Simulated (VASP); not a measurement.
A run of VASP 6.6.1 is set up as follows.

INCAR

```
PREC = Accurate
ENCUT = 500
EDIFF = 1E-6
ISMEAR = 0
SIGMA = 0.01
LREAL = F
LASPH = T
NELM = 120
ALGO = Normal
ISIF = 2
LWAVE = F
LCHARG = F
GGA = PE
IVDW = 12
NBANDS = 15
GGA_COMPAT = F
```

File KPOINTS:

```
regular mesh
0
Gamma
  4 4 4
```

POSCAR

```
BaTe
1.0
    0.0000000000      3.3165278974      3.3165278974
    3.3165278974      0.0000000000      3.3165278974
    3.3165278974      3.3165278974      0.0000000000
Ba Te
1 1
Direct
    0.0000000000      0.0000000000      0.0000000000
    0.5000000000      0.5000000000      0.5000000000
```

Potentials or basis: VASP PAW PBE potentials, release 64 (Ba_sv, Te).

Launch:

```console
$ cat potpaw_PBE.64/Ba_sv/POTCAR potpaw_PBE.64/Te/POTCAR > POTCAR
$ mpirun -np 1 vasp_std > vasp.out
```

Q: Predict the dispersion energy per atom.

A: -0.371 eV.

Q: What does it give for the band gap on the k mesh?

A: 1.07 eV, indirect (least direct gap 1.43 eV).

Q: Predict the pressure.

A: 7.2 GPa.

Caveat: spin-orbit coupling is left out, which moves the levels of the heavy elements. Expect the measured gap to be larger: semilocal functionals such as PBE lack the derivative discontinuity.
